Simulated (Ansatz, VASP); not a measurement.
**MoS2 in VASP and in Ansatz**

The input INCAR:

```
  PREC = Accurate
  ENCUT = 520
  EDIFF = 1E-6
  ISMEAR = 0
  SIGMA = 0.05
  LREAL = False
  LASPH = True
  NELM = 100
  ALGO = Normal
  ISIF = 2
  LWAVE = False
  LCHARG = False
  GGA = PE
  IVDW = 12
  NBANDS = 35
```

File KPOINTS:

```
Automatic mesh
0
Gamma
  12 12 4
```

Contents of POSCAR:

```
MoS2
1.0
    3.1493511256      0.0000000000      0.0000000000
   -1.5746755628      2.7274180802      0.0000000000
    0.0000000000      0.0000000000     12.0907538840
Mo S
2 4
Direct
    0.3333333333      0.6666666667      0.2486595730
    0.6666666667      0.3333333333      0.7513404270
    0.3333333333      0.6666666667      0.6184228731
    0.6666666667      0.3333333333      0.1225582645
    0.3333333333      0.6666666667      0.8774417355
    0.6666666667      0.3333333333      0.3815771269
```

Input for Ansatz:

```yaml
crystal:
  lattice:
    - [3.1493511256, 0.0, 0.0]
    - [-1.5746755628, 2.7274180802, 0.0]
    - [0.0, 0.0, 12.090753884]
  atoms:
    - { symbol: Mo, position: [0.3333333333, 0.6666666667, 0.248659573] }
    - { symbol: Mo, position: [0.6666666667, 0.3333333333, 0.751340427] }
    - { symbol: S, position: [0.3333333333, 0.6666666667, 0.6184228731] }
    - { symbol: S, position: [0.6666666667, 0.3333333333, 0.1225582645] }
    - { symbol: S, position: [0.3333333333, 0.6666666667, 0.8774417355] }
    - { symbol: S, position: [0.6666666667, 0.3333333333, 0.3815771269] }
basis:
  ecutwfc: 420
kpoints:
  mp_grid: { grid: [12, 12, 4] }
hamiltonian:
  xc: pbe
  dispersion: d3bj
scf:
  occupations: { method: gaussian, width: 0.05 }
output:
  forces: true
  stress: true
  eigenvalues: true
```

Change from the starting cell: mode 18 (469.1 1/cm) frozen in, largest displacement +0.025 Å.

Alike in both runs: task single point; functional PBE; dispersion D3(BJ); k mesh 12 × 12 × 4; occupations gaussian, width 0.05 eV; no spin polarisation.

|  | VASP | Ansatz |
| --- | --- | --- |
| version | VASP 6.6.1 | Ansatz 0.2.0 |
| potentials or method | VASP PAW PBE potentials, release 64 (Mo_sv, S), cutoff 520 eV | scalar-relativistic, plane waves, PAW |
| valence electrons in the cell | 52 | 52 |

Ansatz gave:

```
gap on the k mesh at the Fermi level (eV)                     : 0.73
least direct gap on the mesh (eV)                             : 1.70
pressure (GPa)                                                : 0.2
traceless stress, the component that is largest in VASP (GPa) : -0.03
rms of the force components (eV/Å)                            : 0.519
```

Problem. What did VASP give for the same quantities?

Solution. gap on the k mesh at the Fermi level (eV): 0.75; least direct gap on the mesh (eV): 1.70; pressure (GPa): 0.0; traceless stress, the component that is largest in VASP (GPa): -0.07; rms of the force components (eV/Å): 0.517.

Atom by atom the forces differ by 0.007 eV/Å (rms over components).
